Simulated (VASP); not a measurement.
# Re (Immm) in VASP: a series of runs

Re is run at these levels: r2SCAN; tasks: single point.

Everything below comes from runs of VASP 6.6.1. Logs are shortened: lines on timing, memory, paths and dates and some standing lists are left out, and cuts for length are marked.

## Step 1: The cell of the first run

Symmetry: Immm, No. 71, orthorhombic system. The conventional cell has a = 2.776 Å, b = 2.811 Å, c = 3.950 Å, α = 90.00°, β = 90.00°, γ = 90.00°. Within 3.7 Å of Re (site symmetry mmm) lie 12 Re at 2.78 to 2.81 Å.

This isn't the form of Re at room conditions, which is hcp.

## Step 2: Single point, r2SCAN (strain +0.0125 x Voigt [0, 0, 0, 0, 0, 1])

The input, POSCAR:

```
Re
1.0
    0.0123437500      1.9750000000      1.9750000000
    1.9750000000      0.0123437500      1.9750000000
    1.9873437500      1.9873437500      0.0000000000
Re
1
Direct
    0.0000000000      0.0000000000      0.0000000000
```

The input, INCAR.step1:

```
PREC = Accurate
ENCUT = 520
ISMEAR = 0
SIGMA = 0.15
LREAL = False
LASPH = True
NELM = 100
NBANDS = 10
GGA = PE
ALGO = Normal
EDIFF = 1E-4
LWAVE = True
LCHARG = False
```

The input, INCAR.step2:

```
PREC = Accurate
ENCUT = 520
EDIFF = 1E-7
ISMEAR = 0
SIGMA = 0.15
LREAL = False
LASPH = True
NELM = 100
ALGO = Normal
ISIF = 2
LWAVE = False
LCHARG = False
METAGGA = R2SCAN
LMIXTAU = True
NBANDS = 10
ISTART = 1
```

The input, KPOINTS:

```
Automatic mesh
0
Gamma
  20 20 20
```

Potentials or basis: VASP PAW PBE potentials, release 64 (Re).

On the command line:

```sh
$ cat potpaw_PBE.64/Re/POTCAR > POTCAR
$ cp INCAR.step1 INCAR
$ mpirun -np 1 vasp_std > vasp.out
$ cp INCAR.step2 INCAR
$ mpirun -np 1 vasp_std > vasp.out
```

OUTCAR:

```text
PREC = Accurate
   ENCUT = 520
   EDIFF = 1E-7
   ISMEAR = 0
   LREAL = False
   LASPH = True
   NELM = 100
   ISIF = 2
   METAGGA = R2SCAN
   ISTART = 1

 ion  position               nearest neighbor table
   1  0.000  0.000  0.000-

  LATTYP: Found a body centered orthorhombic cell.
 ALAT       =     2.7756150870
 B/A-ratio  =     1.0125786164
 C/A-ratio  =     1.4231079873

  Lattice vectors:

 A1 = (   1.9750000000,   0.0123437500,  -1.9750000000)
 A2 = (  -1.9750000000,  -0.0123437500,  -1.9750000000)
 A3 = (   0.0123437500,   1.9750000000,   1.9750000000)

Analysis of symmetry for initial positions (statically):
=====================================================================
 Subroutine PRICEL returns:
 Original cell was already a primitive cell.

 Routine SETGRP: Setting up the symmetry group for a
 body centered orthorhombic supercell.

 Subroutine GETGRP returns: Found  8 space group operations
 (whereof  8 operations were pure point group operations)
 out of a pool of  8 trial point group operations.

The static configuration has the point symmetry D_2h.

Analysis of symmetry for dynamics (positions and initial velocities):
=====================================================================
 Subroutine PRICEL returns:
 Original cell was already a primitive cell.

 Routine SETGRP: Setting up the symmetry group for a
 body centered orthorhombic supercell.

 Subroutine GETGRP returns: Found  8 space group operations
 (whereof  8 operations were pure point group operations)
 out of a pool of  8 trial point group operations.

The dynamic configuration has the point symmetry D_2h.

 Subroutine INISYM returns: Found  8 space group operations
 (whereof  8 operations are pure point group operations),
 and found     1 'primitive' translations

----------------------------------------------------------------------------------------

                                     Primitive cell

  volume of cell :      15.4069

  direct lattice vectors                    reciprocal lattice vectors
     0.012343750  1.975000000  1.975000000    -0.254756787  0.254756787  0.253164557
     1.975000000  0.012343750  1.975000000     0.254756787 -0.254756787  0.253164557
     1.987343750  1.987343750  0.000000000     0.251592106  0.251592106 -0.253164557

  length of vectors
     2.793099062  2.793099062  2.810528484     0.440334343  0.440334343  0.436680053

[... 83 lines left out ...]
   NFREE  =      0    steps in history (QN), initial steepest desc. (CG)
   ISIF   =      2    stress and relaxation
   ISYM   =      2    0-nonsym 1-usesym 2-fastsym
   POTIM  = 0.5000    time-step for ionic-motion
   TEBEG  =    0.0;   TEEND  =   0.0 temperature during run
   PSTRESS=    0.0 pullay stress
   NELECT =       7.0000    total number of electrons
   NUPDOWN=      -1.0000    fix difference up-down
   EMIN   =  10.00;   EMAX   =-10.00  energy-range for DOS
   EFERMI =   0.00;   METHOD = LEGACY
   ISMEAR =     0;   SIGMA  =   0.15  broadening in eV -4-tet -1-fermi 0-gaus
   EFERMI_NEDOS =   21; number of points for ismear=-14 and -15
   IALGO  =     38    algorithm
   IMIX   =      4    mixing-type and parameters
     AMIX     =   0.40;   BMIX     =  1.00
     AMIX_MAG =   1.60;   BMIX_MAG =  1.00
  volume/ion in A,a.u.               =      15.41       103.97
  Fermi-wavevector in a.u.,A,eV,Ry     =   1.258547  2.378309 21.550816  1.583940
  Thomas-Fermi vector in A             =   2.392151
   LORBIT       =      0    0 simple, 1 ext, 2 COOP (PROOUT), +10 PAW based schemes
   METAGGA = R2SCAN    functional components
   LHFCALC =     F    Hartree Fock is set to
   AEXX    =    0.0000 exact exchange contribution
   IVDW    =     0    specifies the selected vdW correction
   LEPSILON=     F    determine dielectric tensor
   LRPA    =     F    only Hartree local field effects (RPA)
 non-spin polarized calculation
 Gauss-broadening in eV      SIGMA  =   0.15
  energy-cutoff  :      520.00
  volume of cell :       15.41
 maximum number of plane-waves:       430
 NGX is ok and might be reduce to    24
   NGX = 11   NGY = 11   NGZ = 11

 number of electron       7.0000000 magnetization

 Free energy of the ion-electron system (eV)
  ---------------------------------------------------
  ext. energy  EPLUGINS =         0.00000000
  ---------------------------------------------------
  free energy    TOTEN  =       -52.36219755 eV

  energy without entropy =      -52.35324330  energy(sigma->0) =      -52.35772042

 E-fermi :   7.4460     XC(G=0): -14.7088

 val. band max:        7.4454625779   @ k =  -0.3500   0.3000   0.2000
 cond. band min:       7.4461419096   @ k =  -0.2000   0.0000   0.2000
 fundamental gap:      0.0006793318
 Fermi energy:         7.4459791848

 k-point     1 :       0.0000    0.0000    0.0000
  band No.  band energies     occupation
      1      -2.8991      2.00000
      2       5.4009      2.00000
      3       5.5132      2.00000
      4       5.6364      2.00000
      5       8.7046      0.00000
      6       8.7050      0.00000
      7      21.8823      0.00000
      8      27.5283      0.00000
      9      27.7217      0.00000
     10      27.9147      0.00000
[... 287 lines left out ...]
 k-point    24 :      -0.3500    0.0500    0.0000
  band No.  band energies     occupation
      1       0.5421      2.00000
      2       5.5863      2.00000
      3       5.6208      2.00000
      4       5.6660      2.00000
      5       9.7301      0.00000
      6      10.7298      0.00000
      7      19.4150      0.00000
      8      23.0808      0.00000
      9      29.1884      0.00000
     10      30.5980      0.00000

 [... further k-points ...]

------------------------ aborting loop because EDIFF is reached ----------------------------------------

  FORCE on cell =-STRESS in cart. coord.  units (eV):
  Direction    XX          YY          ZZ          XY          YZ          ZX
  --------------------------------------------------------------------------------------
  -------------------------------------------------------------------------------------
  Total       -1.4996315     -1.4996315     -1.5067604     -0.2517899      0.0000000      0.0000000
  in kB     -155.9483528   -155.9483528   -156.6897033    -26.1839143      0.0000000      0.0000000
  external PRESSURE =    -156.1954696 kB  Pullay stress =       0.0000000 kB

 VOLUME and BASIS-vectors are now :
 -----------------------------------------------------------------------------
  energy-cutoff  :      520.00
  volume of cell :       15.41
      direct lattice vectors                 reciprocal lattice vectors
     0.012343750  1.975000000  1.975000000    -0.254756787  0.254756787  0.253164557
     1.975000000  0.012343750  1.975000000     0.254756787 -0.254756787  0.253164557
     1.987343750  1.987343750  0.000000000     0.251592106  0.251592106 -0.253164557

 POSITION                                       TOTAL-FORCE (eV/Angst)
 -----------------------------------------------------------------------------------
      0.00000      0.00000      0.00000         0.000000      0.000000      0.000000
 -----------------------------------------------------------------------------------
    total drift:                                0.000000      0.000000     -0.000000

  FREE ENERGIE OF THE ION-ELECTRON SYSTEM (eV)
  ---------------------------------------------------
  free  energy   TOTEN  =       -52.3621975462 eV

  energy  without entropy=      -52.3532432992  energy(sigma->0) =      -52.35772042
```

OSZICAR.step1:

```text
N       E                     dE             d eps       ncg     rms          rms(c)
DAV:   1     0.512115004496E+01    0.51212E+01   -0.33946E+03 36832   0.763E+02
DAV:   2    -0.127140032061E+02   -0.17835E+02   -0.16508E+02 35908   0.160E+02
DAV:   3    -0.130898376909E+02   -0.37583E+00   -0.36503E+00 38510   0.378E+01
DAV:   4    -0.130919412868E+02   -0.21036E-02   -0.21017E-02 37860   0.134E+00
DAV:   5    -0.130919454054E+02   -0.41185E-05   -0.41190E-05 32190   0.305E-02    0.276E+01
DAV:   6    -0.125408201037E+02    0.55113E+00   -0.48790E-01 36754   0.187E+01    0.106E+01
DAV:   7    -0.123600810754E+02    0.18074E+00   -0.34527E-01 37066   0.150E+01    0.930E-01
DAV:   8    -0.123537450860E+02    0.63360E-02   -0.38523E-03 35850   0.625E-01    0.201E-01
DAV:   9    -0.123533945221E+02    0.35056E-03   -0.33092E-04 32216   0.179E-01    0.199E-02
DAV:  10    -0.123534043080E+02   -0.97859E-05   -0.11457E-05 14344   0.265E-02
   1 F= -.12353404E+02 E0= -.12348442E+02  d E =-.992483E-02
```

Wall time 13 min (1 thread of Intel Xeon 8259CL, shared host); peak memory 0.31 GiB.

Results:

```yaml
Free_energy: -52.3622 eV
Pressure: -15.6 GPa
Band_gap_on_the_k_mesh: zero (an odd number of electrons rules out a gap without spin polarisation)
```

Levels at points of the mesh, in eV from the Fermi level:
```tsv
k point	band 1	band 2	band 3	band 4	band 5	band 6	band 7	band 8
(0.00, 0.00, 0.00)	-10.35	-2.05	-1.93	-1.81	1.26	1.26	14.44	20.08
(0.50, 0.00, 0.00)	-6.90	-2.18	-2.00	0.07	3.61	3.74	9.86	13.88
(0.50, 0.50, 0.00)	-6.74	-5.94	2.59	3.66	4.32	4.32	12.25	12.71
(0.00, 0.00, 0.50)	-6.93	-2.14	-1.95	-0.07	3.56	3.70	9.67	13.99
(0.50, 0.00, 0.50)	-6.74	-5.94	2.60	3.65	4.32	4.33	12.48	12.48
```

Caveat: the cell differs from its parent crystal (strain +0.0125 x Voigt [0, 0, 0, 0, 0, 1]); the cell stands under tension; the PAW data sets were made with another functional, which shifts forces and pressure a little; spin-orbit coupling is left out, which moves the levels of the heavy elements.

## Step 3: Single point, r2SCAN (strain +0.0075 x Voigt [0, 0, 0, 0, 0, 1])

The input, POSCAR:

```
Re
1.0
    0.0074062500      1.9750000000      1.9750000000
    1.9750000000      0.0074062500      1.9750000000
    1.9824062500      1.9824062500      0.0000000000
Re
1
Direct
    0.0000000000      0.0000000000      0.0000000000
```

The input, INCAR.step1:

```
PREC = Accurate ; ENCUT = 520
ISMEAR = 0 ; SIGMA = 0.15
LREAL = F ; LASPH = T
NELM = 100 ; NBANDS = 10
GGA = PE ; ALGO = Normal
EDIFF = 1E-4 ; LWAVE = T
LCHARG = F
```

The input, INCAR.step2:

```
PREC = Accurate ; ENCUT = 520
EDIFF = 1E-6 ; ISMEAR = 0
SIGMA = 0.15 ; LREAL = F
LASPH = T ; NELM = 100
ALGO = Normal ; ISIF = 2
LWAVE = F ; LCHARG = T
METAGGA = R2SCAN ; LMIXTAU = T
LELF = T ; LVHAR = T
NBANDS = 10 ; ISTART = 1
```

The input, KPOINTS:

```
regular mesh
0
Gamma
  20 20 20
```

Potentials or basis: VASP PAW PBE potentials, release 64 (Re).

On the command line:

```sh
$ cat potpaw_PBE.64/Re/POTCAR > POTCAR
$ cp INCAR.step1 INCAR
$ mpirun -np 1 vasp_std > vasp.out
$ cp INCAR.step2 INCAR
$ mpirun -np 1 vasp_std > vasp.out
```

Wall time 16 min (1 thread of Intel Xeon 8259CL, shared host); peak memory 0.31 GiB.

It converged, with:

| Item | Value |
| --- | --- |
| Free energy | -52.3632 eV |
| Pressure | -15.7 GPa |
| Band gap on the k mesh | zero (an odd number of electrons rules out a gap without spin polarisation) |

Stress tensor (GPa, compression positive):
```
-15.64  -1.57   0.00
 -1.57 -15.64   0.00
  0.00   0.00 -15.67
```

Levels at points of the mesh, in eV from the Fermi level:
```csv
k point,band 1,band 2,band 3,band 4,band 5,band 6,band 7,band 8
"(0.00, 0.00, 0.00)",-10.35,-2.00,-1.93,-1.86,1.26,1.26,14.44,20.16
"(0.50, 0.00, 0.00)",-6.91,-2.14,-2.03,0.04,3.63,3.70,9.82,13.90
"(0.50, 0.50, 0.00)",-6.74,-5.94,2.59,3.66,4.32,4.32,12.34,12.62
"(0.00, 0.00, 0.50)",-6.92,-2.11,-2.00,-0.04,3.60,3.68,9.71,13.96
"(0.50, 0.00, 0.50)",-6.74,-5.94,2.59,3.65,4.32,4.32,12.48,12.48
```

Caveat: the cell differs from its parent crystal (strain +0.0075 x Voigt [0, 0, 0, 0, 0, 1]); the cell stands under tension; the PAW data sets were made with another functional, which shifts forces and pressure a little; spin-orbit coupling is left out, which moves the levels of the heavy elements.

## Step 4: Single point, r2SCAN (strain +0.0025 x Voigt [0, 0, 0, 0, 0, 1])

The input, POSCAR:

```
Re
1.0
    0.0024687500      1.9750000000      1.9750000000
    1.9750000000      0.0024687500      1.9750000000
    1.9774687500      1.9774687500      0.0000000000
Re
1
Direct
    0.0000000000      0.0000000000      0.0000000000
```

The input, INCAR.step1:

```
PREC = Accurate
ENCUT = 520
ISMEAR = 0
SIGMA = 0.15
LREAL = F
LASPH = T
NELM = 80
NBANDS = 10
GGA = PE
ALGO = Normal
EDIFF = 1E-4
LWAVE = T
LCHARG = F
```

The input, INCAR.step2:

```
PREC = Accurate
ENCUT = 520
EDIFF = 1E-6
ISMEAR = 0
SIGMA = 0.15
LREAL = F
LASPH = T
NELM = 80
ALGO = Normal
ISIF = 2
LWAVE = F
LCHARG = F
METAGGA = R2SCAN
LMIXTAU = T
NBANDS = 10
ISTART = 1
```

KPOINTS is that of step 3.

On the command line:

```sh
$ cat potpaw_PBE.64/Re/POTCAR > POTCAR
$ cp INCAR.step1 INCAR
$ mpirun -np 1 vasp_std > vasp.out
$ cp INCAR.step2 INCAR
$ mpirun -np 1 vasp_std > vasp.out
```

Run time: 13 min. Hardware: 1 thread of Intel Xeon 8259CL, shared host; peak memory 0.31 GiB.

Results (log left out):

* Free energy: -52.3636 eV
* Pressure: -15.7 GPa
* Band gap on the k mesh: zero (an odd number of electrons rules out a gap without spin polarisation)

Stress tensor (GPa, compression positive):
```
-15.67  -0.52   0.00
 -0.52 -15.67   0.00
  0.00   0.00 -15.67
```

Levels at points of the mesh, in eV from the Fermi level:
```tsv
k point	band 2	band 3	band 4	band 5	band 6	band 7
(0.00, 0.00, 0.00)	-1.95	-1.93	-1.91	1.26	1.26	14.44
(0.50, 0.00, 0.00)	-2.09	-2.06	0.01	3.64	3.67	9.78
(0.50, 0.50, 0.00)	-5.94	2.59	3.66	4.32	4.32	12.43
(0.00, 0.00, 0.50)	-2.08	-2.05	-0.02	3.63	3.66	9.74
(0.50, 0.00, 0.50)	-5.94	2.59	3.66	4.32	4.32	12.48
```

Caveat: the cell differs from its parent crystal (strain +0.0025 x Voigt [0, 0, 0, 0, 0, 1]); the cell stands under tension; the PAW data sets were made with another functional, which shifts forces and pressure a little; spin-orbit coupling is left out, which moves the levels of the heavy elements.

## Step 5: The runs side by side

| cell | gap on the mesh (eV) | pressure (GPa) |
| --- | --- | --- |
| a = 2.793, b = 2.793, c = 2.811 Å, angles 59.8, 59.8, 59.6°, 1 atom | none | -15.6 |
| a = 2.793, b = 2.793, c = 2.804 Å, angles 59.9, 59.9, 59.8°, 1 atom | none | -15.7 |
| a = 2.793, b = 2.793, c = 2.797 Å, angles 60.0°, 1 atom | none | -15.7 |

Alike in all rows: task single point; level r2SCAN; potentials or basis VASP PAW PBE potentials, release 64 (Re); no spin polarisation; k mesh 20 × 20 × 20; cutoff (eV) 520; smearing gaussian 0.15 eV.

Caveats: the cell stands under tension; the PAW data sets were made with another functional, which shifts forces and pressure a little; spin-orbit coupling is left out, which moves the levels of the heavy elements.

Absolute energies hang on the potentials; compare differences alone.
